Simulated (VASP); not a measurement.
# Hf3TiN4 (Pm-3m) in VASP: a series of runs

Hf3TiN4 is run at these levels: PBE; tasks: single point.

Everything below comes from runs of VASP 6.6.1. Logs are shortened: lines on timing, memory, paths and dates and some standing lists are left out, and cuts for length are marked.

**1. The cell of the first run**

It takes space group Pm-3m (No. 221, cubic). Conventional cell: a = 4.490 Å, b = 4.490 Å, c = 4.490 Å, α = 90.00°, β = 90.00°, γ = 90.00°. Hf (site symmetry 4/mmm) has 6 N at 2.25 Å within 3.0 Å. Within 3.0 Å of Ti (site symmetry m-3m) lie 6 N at 2.25 Å. Within 3.0 Å of N (site symmetry 4/mmm) lie 4 Hf at 2.25 Å and 2 Ti at 2.25 Å. Within 3.0 Å of N (site symmetry m-3m) lie 6 Hf at 2.25 Å.

**2. Single point, PBE**

File INCAR:

```
  PREC = Accurate
  ENCUT = 520
  EDIFF = 1E-6
  ISMEAR = 0
  SIGMA = 0.1
  LREAL = F
  LASPH = T
  NELM = 80
  ALGO = Normal
  ISIF = 2
  LWAVE = F
  LCHARG = T
  GGA = PE
  LELF = T
  LVHAR = T
  NBANDS = 41
```

File KPOINTS:

```
Automatic mesh
0
Gamma
  4 4 4
```

File POSCAR:

```
Hf3TiN4
1.0
    4.4904644000      0.0000000000      0.0000000000
    0.0000000000      4.4904644000      0.0000000000
    0.0000000000      0.0000000000      4.4904644000
Hf Ti N
3 1 4
Direct
    0.5000000000      0.0000000000      0.0000000000
    0.0000000000      0.0000000000      0.5000000000
    0.0000000000      0.5000000000      0.0000000000
    0.5000000000      0.5000000000      0.5000000000
    0.0000000000      0.5000000000      0.5000000000
    0.5000000000      0.5000000000      0.0000000000
    0.0000000000      0.0000000000      0.0000000000
    0.5000000000      0.0000000000      0.5000000000
```

Potentials or basis: VASP PAW PBE potentials, release 64 (Hf_pv, Ti_sv, N).

Command:

```console
cat potpaw_PBE.64/Hf_pv/POTCAR potpaw_PBE.64/Ti_sv/POTCAR potpaw_PBE.64/N/POTCAR > POTCAR
mpirun -np 1 vasp_std > vasp.out
```

OUTCAR:

```text
PREC = Accurate
   ENCUT = 520
   EDIFF = 1E-6
   ISMEAR = 0
   LREAL = F
   LASPH = T
   NELM = 80
   ISIF = 2
   GGA = PE

 ion  position               nearest neighbor table
   1  0.500  0.000  0.000-   6 2.25   7 2.25   8 2.25   8 2.25   6 2.25   7 2.25   2 3.18   4 3.18
                             2 3.18   3 3.18   4 3.18   3 3.18   4 3.18   2 3.18   3 3.18   4 3.18
   2  0.000  0.000  0.500-   5 2.25   7 2.25   8 2.25   7 2.25   5 2.25   8 2.25   1 3.18   3 3.18
                             1 3.18   3 3.18   4 3.18   3 3.18   3 3.18   1 3.18   4 3.18   4 3.18
   3  0.000  0.500  0.000-   5 2.25   6 2.25   7 2.25   5 2.25   7 2.25   6 2.25   2 3.18   4 3.18
                             1 3.18   1 3.18   2 3.18   2 3.18   2 3.18   1 3.18   4 3.18   4 3.18
   4  0.500  0.500  0.500-   5 2.25   6 2.25   8 2.25   6 2.25   8 2.25   5 2.25   1 3.18   3 3.18
                             1 3.18   1 3.18   2 3.18   2 3.18   1 3.18   2 3.18   3 3.18   3 3.18
   5  0.000  0.500  0.500-   2 2.25   3 2.25   4 2.25   3 2.25   2 2.25   4 2.25
   6  0.500  0.500  0.000-   1 2.25   3 2.25   4 2.25   4 2.25   1 2.25   3 2.25
   7  0.000  0.000  0.000-   1 2.25   2 2.25   3 2.25   2 2.25   3 2.25   1 2.25
   8  0.500  0.000  0.500-   1 2.25   2 2.25   4 2.25   1 2.25   4 2.25   2 2.25

  LATTYP: Found a simple cubic cell.
 ALAT       =     4.4904644000

  Lattice vectors:

 A1 = (   4.4904644000,   0.0000000000,   0.0000000000)
 A2 = (   0.0000000000,   4.4904644000,   0.0000000000)
 A3 = (   0.0000000000,   0.0000000000,   4.4904644000)

Analysis of symmetry for initial positions (statically):
=====================================================================
 Subroutine PRICEL returns:
 Original cell was already a primitive cell.

 Routine SETGRP: Setting up the symmetry group for a
 simple cubic supercell.

 Subroutine GETGRP returns: Found 48 space group operations
 (whereof 48 operations were pure point group operations)
 out of a pool of 48 trial point group operations.

The static configuration has the point symmetry O_h .

Analysis of symmetry for dynamics (positions and initial velocities):
=====================================================================
 Subroutine PRICEL returns:
 Original cell was already a primitive cell.

 Routine SETGRP: Setting up the symmetry group for a
 simple cubic supercell.

 Subroutine GETGRP returns: Found 48 space group operations
 (whereof 48 operations were pure point group operations)
 out of a pool of 48 trial point group operations.

The dynamic configuration has the point symmetry O_h .

 Subroutine INISYM returns: Found 48 space group operations
 (whereof 48 operations are pure point group operations),
 and found     1 'primitive' translations

----------------------------------------------------------------------------------------

                                     Primitive cell

  volume of cell :      90.5469

  direct lattice vectors                    reciprocal lattice vectors
     4.490464400  0.000000000  0.000000000     0.222694116  0.000000000  0.000000000
     0.000000000  4.490464400  0.000000000     0.000000000  0.222694116  0.000000000
     0.000000000  0.000000000  4.490464400     0.000000000  0.000000000  0.222694116

  length of vectors
     4.490464400  4.490464400  4.490464400     0.222694116  0.222694116  0.222694116

  position of ions in fractional coordinates (direct lattice)
     0.500000000  0.000000000  0.000000000
     0.000000000  0.000000000  0.500000000
     0.000000000  0.500000000  0.000000000
     0.500000000  0.500000000  0.500000000
     0.000000000  0.500000000  0.500000000
     0.500000000  0.500000000  0.000000000
     0.000000000  0.000000000  0.000000000
     0.500000000  0.000000000  0.500000000

  ion indices of the primitive-cell ions
   primitive index   ion index
                 1           1
                 2           2
                 3           3
                 4           4
                 5           5
                 6           6
                 7           7
                 8           8

----------------------------------------------------------------------------------------

 KPOINTS: Automatic mesh

Automatic generation of k-mesh.
 Grid dimensions read from file:
 generate k-points for:    4    4    4

 Generating k-lattice:

  Cartesian coordinates                     Fractional coordinates (reciprocal lattice)
     0.055673529  0.000000000  0.000000000     0.250000000  0.000000000  0.000000000
     0.000000000  0.055673529  0.000000000     0.000000000  0.250000000  0.000000000
     0.000000000  0.000000000  0.055673529     0.000000000  0.000000000  0.250000000

  Length of vectors
     0.055673529  0.055673529  0.055673529

  Shift w.r.t. Gamma in fractional coordinates (k-lattice)
     0.000000000  0.000000000  0.000000000

 Subroutine IBZKPT returns following result:
 ===========================================

 Found     10 irreducible k-points:

 Following reciprocal coordinates:
            Coordinates               Weight
  0.000000  0.000000  0.000000      1.000000
  0.250000  0.000000  0.000000      6.000000
  0.500000  0.000000  0.000000      3.000000
  0.250000  0.250000  0.000000     12.000000
  0.500000  0.250000  0.000000     12.000000
  0.500000  0.500000  0.000000      3.000000
  0.250000  0.250000  0.250000      8.000000
  0.500000  0.250000  0.250000     12.000000
  0.500000  0.500000  0.250000      6.000000
  0.500000  0.500000  0.500000      1.000000
   k-points           NKPTS =     10   k-points in BZ     NKDIM =     10   number of bands    NBANDS=     41
   number of dos      NEDOS =    301   number of ions     NIONS =      8
   total plane-waves  NPLWV =  46656
   dimension x,y,z NGX =    36 NGY =   36 NGZ =   36
   dimension x,y,z NGXF=    72 NGYF=   72 NGZF=   72
   ions per type =               3   1   4
   NGX,Y,Z   is equivalent  to a cutoff of  13.33, 13.33, 13.33 a.u.
   NGXF,Y,Z  is equivalent  to a cutoff of  26.66, 26.66, 26.66 a.u.
 SYSTEM =  unknown system
   PREC   = accura    normal or accurate (medium, high low for compatibility)
   ISTART =      0    job   : 0-new  1-cont  2-samecut
   ICHARG =      2    charge: 1-file 2-atom 10-const
   ISPIN  =      1    spin polarized calculation?
   LNONCOLLINEAR =      F non collinear calculations
   LSORBIT =      F    spin-orbit coupling
   LASPH  =      T    aspherical Exc in radial PAW
   ENCUT  =  520.0 eV  38.22 Ry    6.18 a.u.   8.35  8.35  8.35*2*pi/ulx,y,z
   NELM   =     80;   NELMIN=  2; NELMDL= -5     # of ELM steps
   EDIFF  = 0.1E-05   stopping-criterion for ELM
   LREAL  =      F    real-space projection
   EDIFFG = 0.1E-04   stopping-criterion for IOM
   NSW    =      0    number of steps for IOM
   IBRION =     -1    ionic relax: 0-MD 1-quasi-New 2-CG
   NFREE  =      0    steps in history (QN), initial steepest desc. (CG)
   ISIF   =      2    stress and relaxation
   ISYM   =      2    0-nonsym 1-usesym 2-fastsym
   POTIM  = 0.5000    time-step for ionic-motion
   TEBEG  =    0.0;   TEEND  =   0.0 temperature during run
   PSTRESS=    0.0 pullay stress
   NELECT =      62.0000    total number of electrons
   NUPDOWN=      -1.0000    fix difference up-down
   EMIN   =  10.00;   EMAX   =-10.00  energy-range for DOS
   EFERMI =   0.00;   METHOD = LEGACY
   ISMEAR =     0;   SIGMA  =   0.10  broadening in eV -4-tet -1-fermi 0-gaus
   EFERMI_NEDOS =   21; number of points for ismear=-14 and -15
   IALGO  =     38    algorithm
   IMIX   =      4    mixing-type and parameters
     AMIX     =   0.40;   BMIX     =  1.00
     AMIX_MAG =   1.60;   BMIX_MAG =  1.00
  volume/ion in A,a.u.               =      11.32        76.38
  Fermi-wavevector in a.u.,A,eV,Ry     =   1.442937  2.726756 28.328257  2.082068
  Thomas-Fermi vector in A             =   2.561401
   LORBIT       =      0    0 simple, 1 ext, 2 COOP (PROOUT), +10 PAW based schemes
   GGA     = PE    functional components
   LHFCALC =     F    Hartree Fock is set to
   AEXX    =    0.0000 exact exchange contribution
   IVDW    =     0    specifies the selected vdW correction
   LEPSILON=     F    determine dielectric tensor
   LRPA    =     F    only Hartree local field effects (RPA)
 non-spin polarized calculation
 Gauss-broadening in eV      SIGMA  =   0.10
  energy-cutoff  :      520.00
  volume of cell :       90.55
 maximum number of plane-waves:      2469
 NGX is ok and might be reduce to    36
   NGX = 17   NGY = 17   NGZ = 17

 number of electron      61.9999993 magnetization

 Free energy of the ion-electron system (eV)
  ---------------------------------------------------
  ext. energy  EPLUGINS =         0.00000000
  ---------------------------------------------------
  free energy    TOTEN  =       -84.91587801 eV

  energy without entropy =      -84.90612292  energy(sigma->0) =      -84.91100047

 E-fermi :   8.6547     XC(G=0): -12.6491

 val. band max:        8.6244909914   @ k =   0.5000   0.2500   0.2500
 cond. band min:       8.8745378429   @ k =   0.2500   0.2500   0.0000
 fundamental gap:      0.2500468515
 Fermi energy:         8.6547335226

 k-point     1 :       0.0000    0.0000    0.0000
  band No.  band energies     occupation
      1     -49.1784      2.00000
      2     -25.4751      2.00000
      3     -25.4751      2.00000
      4     -25.4751      2.00000
      5     -23.0315      2.00000
      6     -23.0315      2.00000
[... 33 lines left out ...]
     40      11.7889      0.00000
     41      12.1640      0.00000

 k-point     2 :       0.2500    0.0000    0.0000
  band No.  band energies     occupation
      1     -49.1784      2.00000
      2     -25.4757      2.00000
      3     -25.4723      2.00000
      4     -25.4723      2.00000
      5     -22.9891      2.00000
      6     -22.9891      2.00000
[... 33 lines left out ...]
     40      11.9207      0.00000
     41      12.0685      0.00000

 k-point     3 :       0.5000    0.0000    0.0000
  band No.  band energies     occupation
      1     -49.1783      2.00000
      2     -25.4763      2.00000
      3     -25.4695      2.00000
      4     -25.4695      2.00000
      5     -22.9345      2.00000
      6     -22.9345      2.00000
[... 33 lines left out ...]
     40      11.8134      0.00000
     41      12.2783      0.00000

 k-point     4 :       0.2500    0.2500    0.0000
  band No.  band energies     occupation
      1     -49.1783      2.00000
      2     -25.4797      2.00000
      3     -25.4733      2.00000
      4     -25.4697      2.00000
      5     -23.0614      2.00000
      6     -22.9415      2.00000
[... 33 lines left out ...]
     40      11.9248      0.00000
     41      12.2876      0.00000

 k-point     5 :       0.5000    0.2500    0.0000
  band No.  band energies     occupation
      1     -49.1782      2.00000
      2     -25.4807      2.00000
      3     -25.4773      2.00000
      4     -25.4671      2.00000
      5     -23.0390      2.00000
      6     -22.9436      2.00000
[... 33 lines left out ...]
     40      11.9749      0.00000
     41      12.0551      0.00000

 k-point     6 :       0.5000    0.5000    0.0000
  band No.  band energies     occupation
      1     -49.1782      2.00000
      2     -25.4851      2.00000
      3     -25.4851      2.00000
      4     -25.4647      2.00000
      5     -23.1045      2.00000
      6     -23.0353      2.00000
[... 33 lines left out ...]
     40      12.1626      0.00000
     41      12.1626      0.00000

 k-point     7 :       0.2500    0.2500    0.2500
  band No.  band energies     occupation
      1     -49.1782      2.00000
      2     -25.4810      2.00000
      3     -25.4810      2.00000
      4     -25.4709      2.00000
      5     -23.1587      2.00000
      6     -22.8729      2.00000
[... 33 lines left out ...]
     40      12.2593      0.00000
     41      13.0728      0.00000

 k-point     8 :       0.5000    0.2500    0.2500
  band No.  band energies     occupation
      1     -49.1782      2.00000
      2     -25.4855      2.00000
      3     -25.4823      2.00000
      4     -25.4753      2.00000
      5     -23.1933      2.00000
      6     -22.9476      2.00000
[... 33 lines left out ...]
     40      12.2378      0.00000
     41      12.5373      0.00000

 k-point     9 :       0.5000    0.5000    0.2500
  band No.  band energies     occupation
      1     -49.1781      2.00000
      2     -25.4904      2.00000
      3     -25.4904      2.00000
      4     -25.4803      2.00000
      5     -23.2796      2.00000
      6     -23.0180      2.00000
[... 33 lines left out ...]
     40      12.3293      0.00000
     41      12.3293      0.00000

 k-point    10 :       0.5000    0.5000    0.5000
  band No.  band energies     occupation
      1     -49.1780      2.00000
      2     -25.4957      2.00000
      3     -25.4957      2.00000
      4     -25.4957      2.00000
      5     -23.3924      2.00000
      6     -23.0010      2.00000
[... 33 lines left out ...]
     40      12.6126      0.00000
     41      12.6126      0.00000

------------------------ aborting loop because EDIFF is reached ----------------------------------------

  FORCE on cell =-STRESS in cart. coord.  units (eV):
  Direction    XX          YY          ZZ          XY          YZ          ZX
  --------------------------------------------------------------------------------------
  -------------------------------------------------------------------------------------
  Total       -1.1880153     -1.1880153     -1.1880153     -0.0000000     -0.0000000      0.0000000
  in kB      -21.0212649    -21.0212649    -21.0212649     -0.0000000     -0.0000000      0.0000000
  external PRESSURE =     -21.0212649 kB  Pullay stress =       0.0000000 kB

 VOLUME and BASIS-vectors are now :
 -----------------------------------------------------------------------------
  energy-cutoff  :      520.00
  volume of cell :       90.55
      direct lattice vectors                 reciprocal lattice vectors
     4.490464400  0.000000000  0.000000000     0.222694116  0.000000000  0.000000000
     0.000000000  4.490464400  0.000000000     0.000000000  0.222694116  0.000000000
     0.000000000  0.000000000  4.490464400     0.000000000  0.000000000  0.222694116

 POSITION                                       TOTAL-FORCE (eV/Angst)
 -----------------------------------------------------------------------------------
      2.24523      0.00000      0.00000         0.000000      0.000000      0.000000
      0.00000      0.00000      2.24523         0.000000      0.000000      0.000000
      0.00000      2.24523      0.00000         0.000000      0.000000      0.000000
      2.24523      2.24523      2.24523         0.000000      0.000000      0.000000
      0.00000      2.24523      2.24523         0.000000      0.000000      0.000000
      2.24523      2.24523      0.00000         0.000000      0.000000      0.000000
      0.00000      0.00000      0.00000         0.000000      0.000000      0.000000
      2.24523      0.00000      2.24523         0.000000      0.000000      0.000000
 -----------------------------------------------------------------------------------
    total drift:                                0.000000      0.000000      0.000000

  FREE ENERGIE OF THE ION-ELECTRON SYSTEM (eV)
  ---------------------------------------------------
  free  energy   TOTEN  =       -84.9158780142 eV

  energy  without entropy=      -84.9061229189  energy(sigma->0) =      -84.91100047
```

It took 53 s on 1 thread of Intel Xeon Platinum 8124M at 3.00GHz (Skylake/Cascade Lake), shared host; peak memory 0.22 GiB.

What came out:

| Quantity | Value |
| --- | --- |
| Free energy | -84.9159 eV |
| Pressure | -2.1 GPa |
| Band gap on the k mesh | zero (bands 31 and 32 overlap by 4.02 eV) |

Caveat: spin-orbit coupling is left out, which moves the levels of the heavy elements.

(Continued in part 2 of 2.)

The gap in the log of VASP goes by the Fermi energy; the results here count the filled bands.